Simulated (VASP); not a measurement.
The system is InPd.

```
CELL_PARAMETERS angstrom
0.00000 2.74607 2.74607
2.74607 0.00000 2.74607
2.74607 2.74607 0.00000
ATOMIC_POSITIONS crystal
In 0.00000 0.00000 0.00000
Pd 0.50000 0.50000 0.50000
```

* Program: VASP 6.6.1
* Task: relaxation of cell and atoms
* Functional: PBEsol-based screened hybrid with 25 % exact exchange
* Potentials or basis: VASP PAW PBE potentials, release 64 (In_d, Pd)
* Cutoff: 600 eV
* k mesh: 4 × 4 × 4
* Occupations: fermi-dirac, width 0.05 eV
* Spin: no spin polarisation

At the start: pressure -7.1 GPa; volume 20.71 Å³/atom.

Question: How do energy, volume and symmetry change on relaxing?

Answer: Over 3 steps the energy falls by 35.8 meV/atom and the volume is 19.23 Å³/atom (-7.2 %); space group Fm-3m (No. 225, to 0.1 Å) before and after.

Step by step:
```tsv
step	energy change (eV)	largest force (eV/Å)	pressure (GPa)	volume (Å³)
1	0.0000	0.0000	-7.14	41.42
2	-0.0161	0.0000	8.20	36.12
3	-0.0716	0.0000	-0.04	38.45
```

Final structure:
```cif
data_structure
_symmetry_space_group_name_H-M 'P 1'
_symmetry_Int_Tables_number 1
_cell_length_a 3.7886
_cell_length_b 3.7886
_cell_length_c 3.7886
_cell_angle_alpha 60.000
_cell_angle_beta 60.000
_cell_angle_gamma 60.000
_cell_volume 38.45
loop_
_atom_site_label
_atom_site_type_symbol
_atom_site_fract_x
_atom_site_fract_y
_atom_site_fract_z
_atom_site_occupancy
In1 In 0.00000 0.00000 0.00000 1
Pd1 Pd 0.50000 0.50000 0.50000 1
```

Caveat: the k points lie up to 0.51 Å⁻¹ apart in the final cell, too coarse for converged energies and pressures of a metal; the PAW data sets were made with another functional, which shifts forces and pressure a little.
